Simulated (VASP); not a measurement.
# Mg2CdS3 in VASP: single point with r2SCAN+rVV10

Aim: the single point of Mg2CdS3 with r2SCAN+rVV10.

Everything below comes from runs of VASP 6.6.1. Logs are shortened: lines on timing, memory, paths and dates and some standing lists are left out, and cuts for length are marked.

### 1 The cell of the first run

The typed cell holds 6 atoms: a = 6.473 Å, b = 6.473 Å, c = 3.733 Å, α = 106.75°, β = 106.75°, γ = 48.13°.

### 2 Single point, r2SCAN+rVV10

File POSCAR:

```
Mg2CdS3
1.0
    5.8485955222     -2.6398556941     -0.8545823259
    5.8485955222      2.6398556941     -0.8545823259
   -0.6539849739      0.0000000000      3.6750134161
Mg Cd S
2 1 3
Direct
    0.6662045327      0.6662045327      0.6662473956
    0.3337954673      0.3337954673      0.3337526044
    0.0000000000      0.0000000000      0.0000000000
    0.8260380964      0.8260380964      0.3260069290
    0.5000000000      0.5000000000      0.0000000000
    0.1739619036      0.1739619036      0.6739930710
```

File INCAR.step1:

```
SYSTEM = Mg2CdS3
ALGO = Normal
EDIFF = 1E-4
ENCUT = 520
GGA = PE
ISMEAR = -1
LASPH = .True.
LCHARG = .False.
LREAL = .False.
LWAVE = .True.
NBANDS = 26
NELM = 80
PREC = Accurate
SIGMA = 0.03
```

File INCAR.step2:

```
SYSTEM = Mg2CdS3
ALGO = Normal
BPARAM = 11.95
CPARAM = 0.0093
EDIFF = 1E-6
ENCUT = 520
ISIF = 2
ISMEAR = -1
ISTART = 1
IVDW_NL = 2
LASPH = .True.
LCHARG = .False.
LMIXTAU = .True.
LREAL = .False.
LUSE_VDW = .True.
LWAVE = .False.
METAGGA = R2SCAN
NBANDS = 26
NELM = 80
PREC = Accurate
SIGMA = 0.03
```

File KPOINTS:

```
k-points
0
Gamma
  8 8 8
  0 0 0
```

Potentials or basis: VASP PAW PBE potentials, release 64 (Mg, Cd, S).

The run is started by

```console
$ cat potpaw_PBE.64/Mg/POTCAR potpaw_PBE.64/Cd/POTCAR potpaw_PBE.64/S/POTCAR > POTCAR
$ cp INCAR.step1 INCAR
$ mpirun -np 1 vasp_std > vasp.out
$ cp INCAR.step2 INCAR
$ mpirun -np 1 vasp_std > vasp.out
```

OUTCAR:

```text
SYSTEM = Mg2CdS3
   BPARAM = 11.95
   EDIFF = 1E-6
   ENCUT = 520
   ISIF = 2
   ISMEAR = -1
   ISTART = 1
   IVDW_NL = 2
   LASPH = .True.
   LREAL = .False.
   METAGGA = R2SCAN
   NELM = 80
   PREC = Accurate

 ion  position               nearest neighbor table
   1  0.666  0.666  0.666-   4 2.59   4 2.59   5 2.64   5 2.64   6 2.64   6 2.64
   2  0.334  0.334  0.334-   6 2.59   6 2.59   5 2.64   5 2.64   4 2.64   4 2.64
   3  0.000  0.000  0.000-   5 2.64   5 2.64   4 2.70   6 2.70   6 2.70   4 2.70
   4  0.826  0.826  0.326-   1 2.59   1 2.59   2 2.64   2 2.64   3 2.70   3 2.70
   5  0.500  0.500  0.000-   1 2.64   2 2.64   1 2.64   2 2.64   3 2.64   3 2.64
   6  0.174  0.174  0.674-   2 2.59   2 2.59   1 2.64   1 2.64   3 2.70   3 2.70

  LATTYP: Found a base centered monoclinic cell.
 ALAT       =    11.8214010226
 B/A-ratio  =     0.4466231522
 C/A-ratio  =     0.3157620356
 COS(beta)  =    -0.3157069721

  Lattice vectors:

 A1 = (   5.8485955222,  -2.6398556941,  -0.8545823259)
 A2 = (   5.8485955222,   2.6398556941,  -0.8545823259)
 A3 = (  -0.6539849739,   0.0000000000,   3.6750134161)

Analysis of symmetry for initial positions (statically):
=====================================================================
 Subroutine PRICEL returns:
 Original cell was already a primitive cell.

 Routine SETGRP: Setting up the symmetry group for a
 base centered monoclinic supercell.

 Subroutine GETGRP returns: Found  4 space group operations
 (whereof  4 operations were pure point group operations)
 out of a pool of  4 trial point group operations.

The static configuration has the point symmetry C_2h.

Analysis of symmetry for dynamics (positions and initial velocities):
=====================================================================
 Subroutine PRICEL returns:
 Original cell was already a primitive cell.

 Routine SETGRP: Setting up the symmetry group for a
 base centered monoclinic supercell.

 Subroutine GETGRP returns: Found  4 space group operations
 (whereof  4 operations were pure point group operations)
 out of a pool of  4 trial point group operations.

The dynamic configuration has the point symmetry C_2h.

 Subroutine INISYM returns: Found  4 space group operations
 (whereof  4 operations are pure point group operations),
 and found     1 'primitive' translations

----------------------------------------------------------------------------------------

                                     Primitive cell

  volume of cell :     110.5296

  direct lattice vectors                    reciprocal lattice vectors
     5.848595522 -2.639855694 -0.854582326     0.087772904 -0.189404292  0.015619579
     5.848595522  2.639855694 -0.854582326     0.087772904  0.189404292  0.015619579
    -0.653984974  0.000000000  3.675013416     0.040821170  0.000000000  0.279372159

  length of vectors
     6.473424026  6.473424026  3.732749651     0.209337144  0.209337144  0.282338752

  position of ions in fractional coordinates (direct lattice)
     0.666204533  0.666204533  0.666247396
     0.333795467  0.333795467  0.333752604
     0.000000000  0.000000000  0.000000000
     0.826038096  0.826038096  0.326006929
     0.500000000  0.500000000  1.000000000
     0.173961904  0.173961904  0.673993071

  ion indices of the primitive-cell ions
   primitive index   ion index
                 1           1
                 2           2
                 3           3
                 4           4
                 5           5
                 6           6

----------------------------------------------------------------------------------------

 KPOINTS: k-points

Automatic generation of k-mesh.
 Grid dimensions read from file:
 generate k-points for:    8    8    8

 Generating k-lattice:

  Cartesian coordinates                     Fractional coordinates (reciprocal lattice)
     0.010971613 -0.023675537  0.001952447     0.125000000  0.000000000 -0.000000000
     0.010971613  0.023675537  0.001952447     0.000000000  0.125000000 -0.000000000
     0.005102646  0.000000000  0.034921520    -0.000000000 -0.000000000  0.125000000

  Length of vectors
     0.026167143  0.026167143  0.035292344

  Shift w.r.t. Gamma in fractional coordinates (k-lattice)
     0.000000000  0.000000000  0.000000000

 Subroutine IBZKPT returns following result:
 ===========================================

 Found    150 irreducible k-points:

 Following reciprocal coordinates:
            Coordinates               Weight
  0.000000  0.000000  0.000000      1.000000
  0.125000 -0.000000  0.000000      4.000000
  0.250000 -0.000000  0.000000      4.000000
  0.375000 -0.000000  0.000000      4.000000
  0.500000 -0.000000  0.000000      2.000000
  0.125000  0.125000  0.000000      2.000000
[... 16 lines left out ...]
  0.125000 -0.000000  0.125000      4.000000
  0.250000 -0.000000  0.125000      4.000000
 [... further k-points ...]
   k-points           NKPTS =    150   k-points in BZ     NKDIM =    150   number of bands    NBANDS=     26
   number of dos      NEDOS =    301   number of ions     NIONS =      6
   total plane-waves  NPLWV =  64512
   dimension x,y,z NGX =    48 NGY =   48 NGZ =   28
   dimension x,y,z NGXF=    96 NGYF=   96 NGZF=   56
   ions per type =               2   1   3
   NGX,Y,Z   is equivalent  to a cutoff of  12.33, 12.33, 12.47 a.u.
   NGXF,Y,Z  is equivalent  to a cutoff of  24.65, 24.65, 24.94 a.u.
 SYSTEM =  Mg2CdS3
   PREC   = accura    normal or accurate (medium, high low for compatibility)
   ISTART =      1    job   : 0-new  1-cont  2-samecut
   ICHARG =      0    charge: 1-file 2-atom 10-const
   ISPIN  =      1    spin polarized calculation?
   LNONCOLLINEAR =      F non collinear calculations
   LSORBIT =      F    spin-orbit coupling
   LASPH  =      T    aspherical Exc in radial PAW
   ENCUT  =  520.0 eV  38.22 Ry    6.18 a.u.  12.04 12.04  6.94*2*pi/ulx,y,z
   NELM   =     80;   NELMIN=  2; NELMDL=  0     # of ELM steps
   EDIFF  = 0.1E-05   stopping-criterion for ELM
   LREAL  =      F    real-space projection
   EDIFFG = 0.1E-04   stopping-criterion for IOM
   NSW    =      0    number of steps for IOM
   IBRION =     -1    ionic relax: 0-MD 1-quasi-New 2-CG
   NFREE  =      0    steps in history (QN), initial steepest desc. (CG)
   ISIF   =      2    stress and relaxation
   ISYM   =      2    0-nonsym 1-usesym 2-fastsym
   POTIM  = 0.5000    time-step for ionic-motion
   TEBEG  =    0.0;   TEEND  =   0.0 temperature during run
   PSTRESS=    0.0 pullay stress
   NELECT =      34.0000    total number of electrons
   NUPDOWN=      -1.0000    fix difference up-down
   EMIN   =  10.00;   EMAX   =-10.00  energy-range for DOS
   EFERMI =   0.00;   METHOD = LEGACY
   ISMEAR =    -1;   SIGMA  =   0.03  broadening in eV -4-tet -1-fermi 0-gaus
   EFERMI_NEDOS =   21; number of points for ismear=-14 and -15
   IALGO  =     38    algorithm
   IMIX   =      4    mixing-type and parameters
     AMIX     =   0.40;   BMIX     =  1.00
     AMIX_MAG =   1.60;   BMIX_MAG =  1.00
  volume/ion in A,a.u.               =      18.42       124.32
  Fermi-wavevector in a.u.,A,eV,Ry     =   1.105117  2.088368 16.616572  1.221284
  Thomas-Fermi vector in A             =   2.241600
   LORBIT       =      0    0 simple, 1 ext, 2 COOP (PROOUT), +10 PAW based schemes
   METAGGA = R2SCAN    functional components
   LHFCALC =     F    Hartree Fock is set to
   AEXX    =    0.0000 exact exchange contribution
   IVDW_NL    =     2    kernel type
   BPARAM     =11.9500
   IVDW    =     0    specifies the selected vdW correction
   LEPSILON=     F    determine dielectric tensor
   LRPA    =     F    only Hartree local field effects (RPA)
 non-spin polarized calculation
  energy-cutoff  :      520.00
  volume of cell :      110.53
 maximum number of plane-waves:      3003
   NGX = 25   NGY = 25   NGZ = 13

 number of electron      33.9999998 magnetization

 Free energy of the ion-electron system (eV)
  ---------------------------------------------------
  ext. energy  EPLUGINS =         0.00000000
  ---------------------------------------------------
  free energy    TOTEN  =       -59.46641811 eV

  energy without entropy =      -59.46641811  energy(sigma->0) =      -59.46641811

 E-fermi :   4.0633     XC(G=0): -10.4773

 val. band max:        3.4397960571   @ k =   0.5000   0.5000   0.0000
 cond. band min:       5.4616462756   @ k =  -0.0000  -0.0000   0.5000
 fundamental gap:      2.0218502185
 Fermi energy:         4.0633402852

 k-point     1 :       0.0000    0.0000    0.0000
  band No.  band energies     occupation
      1     -10.0100      2.00000
      2      -8.7641      2.00000
      3      -8.3470      2.00000
      4      -4.4896      2.00000
      5      -4.4792      2.00000
      6      -4.3487      2.00000
[... 18 lines left out ...]
     25      12.1633      0.00000
     26      12.2304      0.00000

 k-point     2 :       0.1250   -0.0000    0.0000
  band No.  band energies     occupation
      1      -9.9466      2.00000
      2      -8.7697      2.00000
      3      -8.3942      2.00000
      4      -4.4916      2.00000
      5      -4.4782      2.00000
      6      -4.3590      2.00000
[... 18 lines left out ...]
     25      12.2274      0.00000
     26      12.2479      0.00000

 k-point     3 :       0.2500   -0.0000    0.0000
  band No.  band energies     occupation
      1      -9.7648      2.00000
      2      -8.7931      2.00000
      3      -8.5286      2.00000
      4      -4.5186      2.00000
      5      -4.4758      2.00000
      6      -4.3796      2.00000
[... 572 lines left out ...]
 k-point    23 :       0.1250   -0.0000    0.1250
  band No.  band energies     occupation
      1      -9.8172      2.00000
      2      -8.7542      2.00000
      3      -8.4264      2.00000
      4      -4.4484      2.00000
      5      -4.4246      2.00000
      6      -4.3442      2.00000
[... 18 lines left out ...]
     25      11.9527      0.00000
     26      12.2552      0.00000

 k-point    24 :       0.2500   -0.0000    0.1250
  band No.  band energies     occupation
      1      -9.6231      2.00000
      2      -8.7797      2.00000
      3      -8.5609      2.00000
      4      -4.4766      2.00000
      5      -4.4427      2.00000
      6      -4.3603      2.00000
[... 18 lines left out ...]
     25      11.6446      0.00000
     26      11.8656      0.00000

 [... further k-points ...]

------------------------ aborting loop because EDIFF is reached ----------------------------------------

  FORCE on cell =-STRESS in cart. coord.  units (eV):
  Direction    XX          YY          ZZ          XY          YZ          ZX
  --------------------------------------------------------------------------------------
  -------------------------------------------------------------------------------------
  Total       -0.0101015      0.0292164     -0.0332772      0.0000000      0.0000000      0.0020523
  in kB       -0.1464263      0.4235044     -0.4823681      0.0000000      0.0000000      0.0297496
  external PRESSURE =      -0.0684300 kB  Pullay stress =       0.0000000 kB

 VOLUME and BASIS-vectors are now :
 -----------------------------------------------------------------------------
  energy-cutoff  :      520.00
  volume of cell :      110.53
      direct lattice vectors                 reciprocal lattice vectors
     5.848595522 -2.639855694 -0.854582326     0.087772904 -0.189404292  0.015619579
     5.848595522  2.639855694 -0.854582326     0.087772904  0.189404292  0.015619579
    -0.653984974  0.000000000  3.675013416     0.040821170  0.000000000  0.279372159

 POSITION                                       TOTAL-FORCE (eV/Angst)
 -----------------------------------------------------------------------------------
      7.35701      0.00000      1.30981         0.005621      0.000000      0.000628
      3.68620      0.00000      0.65603        -0.005621      0.000000     -0.000628
      0.00000      0.00000      0.00000         0.000000      0.000000      0.000000
      9.44912      0.00000     -0.21376        -0.060006      0.000000     -0.009594
      5.84860      0.00000     -0.85458        -0.000000     -0.000000      0.000000
      1.59408      0.00000      2.17960         0.060006      0.000000      0.009594
 -----------------------------------------------------------------------------------
    total drift:                               -0.000000     -0.000000      0.000000

  FREE ENERGIE OF THE ION-ELECTRON SYSTEM (eV)
  ---------------------------------------------------
  free  energy   TOTEN  =       -59.4664181053 eV

  energy  without entropy=      -59.4664181053  energy(sigma->0) =      -59.46641811
```

It took 36 min on 1 thread of Intel Xeon 8259CL, shared host; peak memory 0.8 GiB.

Results:

| Item | Value |
| --- | --- |
| Free energy | -59.4664 eV |
| Pressure | 0.0 GPa |
| Largest force | 0.061 eV/Å |
| Band gap on the k mesh | 2.02 eV (least direct gap 2.13 eV) |

Forces on the atoms (eV/Å):
```
Mg   0.006  0.000  0.001
Mg  -0.006  0.000 -0.001
Cd   0.000  0.000  0.000
S   -0.060  0.000 -0.010
S    0.000  0.000  0.000
S    0.060  0.000  0.010
```

Levels at points of the mesh, in eV from the valence-band top:
| k point | band 13 | band 14 | band 15 | band 16 | band 17 | band 18 | band 19 | band 20 | band 21 | band 22 |
| --- | --- | --- | --- | --- | --- | --- | --- | --- | --- | --- |
| (0.00, 0.00, 0.00) | -1.52 | -1.09 | -0.45 | -0.44 | -0.43 | 2.96 | 4.44 | 4.50 | 7.74 | 7.99 |
| (0.50, 0.00, 0.00) | -1.26 | -1.26 | -1.13 | -0.53 | -0.14 | 4.57 | 5.00 | 5.32 | 6.73 | 6.93 |
| (0.50, 0.50, 0.00) | -2.09 | -1.83 | -1.16 | -0.73 | 0.00 | 2.13 | 4.99 | 6.04 | 6.06 | 7.52 |
| (0.00, 0.00, 0.50) | -2.25 | -2.10 | -2.07 | -1.55 | -1.14 | 2.02 | 4.90 | 5.24 | 5.37 | 6.80 |
| (0.50, 0.00, 0.50) | -2.72 | -1.85 | -1.78 | -0.50 | -0.42 | 4.52 | 4.95 | 5.23 | 6.54 | 6.88 |
| (0.50, 0.50, 0.50) | -2.25 | -2.10 | -2.07 | -1.55 | -1.14 | 2.02 | 4.90 | 5.24 | 5.37 | 6.80 |

Caveat: the PAW data sets were made with another functional, which shifts forces and pressure a little. A k mesh can miss the band edges.
